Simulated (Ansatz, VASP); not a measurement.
**Sb2Se3: VASP beside Ansatz**

```xyz
20
Lattice="12.4373 0.0000 0.0000 0.0000 3.9989 0.0000 0.0000 0.0000 11.7649" Properties=species:S:1:pos:R:3 pbc="T T T"
Sb    0.4646    0.9997    3.8708
Sb   11.9727    2.9992    7.8941
Sb    5.7540    2.9992    9.7533
Sb    6.6833    0.9997    2.0116
Sb    1.7327    2.9992    0.4336
Sb   10.7046    0.9997   11.3314
Sb    4.4860    0.9997    6.3160
Sb    7.9513    2.9992    5.4489
Se    0.6271    0.9997   10.2701
Se   11.8101    2.9992    1.4948
Se    5.5915    2.9992    4.3877
Se    6.8458    0.9997    7.3772
Se    1.5931    2.9992    5.2441
Se   10.8442    0.9997    6.5208
Se    4.6255    0.9997   11.1266
Se    7.8118    2.9992    0.6383
Se    2.5560    0.9997    2.2399
Se    9.8813    2.9992    9.5250
Se    3.6626    2.9992    8.1224
Se    8.7747    0.9997    3.6425
```

Alike in both runs: functional r2SCAN; k mesh 2 × 6 × 2; occupations fermi-dirac, width 0.02 eV; no spin polarisation.

Ansatz relaxed the structure, and its values are those at the end. VASP's run is a single point on that final structure, the one shown.

|  | VASP | Ansatz |
| --- | --- | --- |
| version | VASP 6.6.1 | Ansatz 0.2.0 |
| potentials or method | VASP PAW PBE potentials, release 64 (Sb, Se), cutoff 520 eV | PAW plane waves |
| valence electrons in the cell | 112 | 312 |

Ansatz gave:

| Quantity | Value |
| --- | --- |
| gap on the k mesh at the Fermi level (eV) | 1.19 |
| pressure (GPa) | 0.0 |
| rms of the force components (eV/Å) | 0.001 |

What did VASP give for the same quantities?

gap on the k mesh at the Fermi level (eV): 1.17; pressure (GPa): 0.0; rms of the force components (eV/Å): 0.024.

VASP's potentials were made for PBE, not for r2SCAN. The functional is the same, so the differences come from potentials, cutoffs and numerics. VASP's potentials hold 112 valence electrons a cell and Ansatz's 312, so a difference there can come from the potentials and not from the codes.

Neither program's run includes spin-orbit coupling.
